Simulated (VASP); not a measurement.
Input of a VASP 6.6.1 run:

INCAR

```
  ALGO = Normal
  EDIFF = 1E-8
  ENCUT = 520
  GGA = PS
  ISIF = 2
  ISMEAR = 0
  LASPH = True
  LCHARG = False
  LEFG = True
  LREAL = False
  LWAVE = False
  NBANDS = 28
  NELM = 60
  PREC = Accurate
  SIGMA = 0.01
```

The input KPOINTS:

```
k-points
0
Gamma
  8 8 8
```

Contents of POSCAR:

```
SrTiO3
1.0
    3.8911204492      0.0000000000      0.0000000000
    0.0000000000      3.8911204492      0.0000000000
    0.0000000000      0.0000000000      3.8911204492
Sr Ti O
1 1 3
Direct
    0.5000000000      0.5000000000      0.5000000000
    0.0000000000      0.0000000000      0.0000000000
    0.5000000000      0.0000000000      0.0000000000
    0.0000000000      0.5000000000      0.0000000000
    0.0000000000      0.0000000000      0.5000000000
```

Potentials or basis: VASP PAW PBE potentials, release 64 (Sr_sv, Ti_sv, O).

Run with:

```console
$ cat potpaw_PBE.64/Sr_sv/POTCAR potpaw_PBE.64/Ti_sv/POTCAR potpaw_PBE.64/O/POTCAR > POTCAR
$ mpirun -np 1 vasp_std > vasp.out
```

(1) What does it give for the band gap on the k mesh?

(2) Estimate the pressure.

Answers

(1) 1.82 eV (least direct gap 2.17 eV).

(2) 0.7 GPa.

Caveat: without QUAD_EFG the Cq values of the log hold for a quadrupole moment of 1 mb, not for the nuclei; the PAW data sets were made with another functional, which shifts forces and pressure a little.
